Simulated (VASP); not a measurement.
Crystal: Bi.

```
Bi
1.0
    -2.02029    2.02029    2.02029
     2.02029   -2.02029    2.02029
     2.02029    2.02029   -2.02029
Bi
1
Direct
  0.00000 0.00000 0.00000
```

Base run:

```yaml
Program: VASP 6.6.1
Functional: r2SCAN
Potentials_or_basis: VASP PAW PBE potentials, release 64 (Bi_d)
Cutoff: 520 eV
k_mesh: 9 × 9 × 9
Occupations: fermi-dirac, width 0.05 eV
Spin: no spin polarisation
```

Its results: pressure -2.9 GPa.

Q: After a change of settings the same cell gave: pressure 1.8 GPa. Which change was it?
A. functional from r2SCAN to BHLYP; k mesh from 9 × 9 × 9 to 5 × 5 × 5
B. functional from r2SCAN to LDA; potentials or basis from VASP PAW PBE potentials, release 64 (Bi_d) to VASP PAW LDA potentials, release 64 (Bi_d)
C. functional from r2SCAN to PBE
D. functional from r2SCAN to BLYP

A: D.

Caveats: the PAW data sets were made with another functional, which shifts forces and pressure a little.
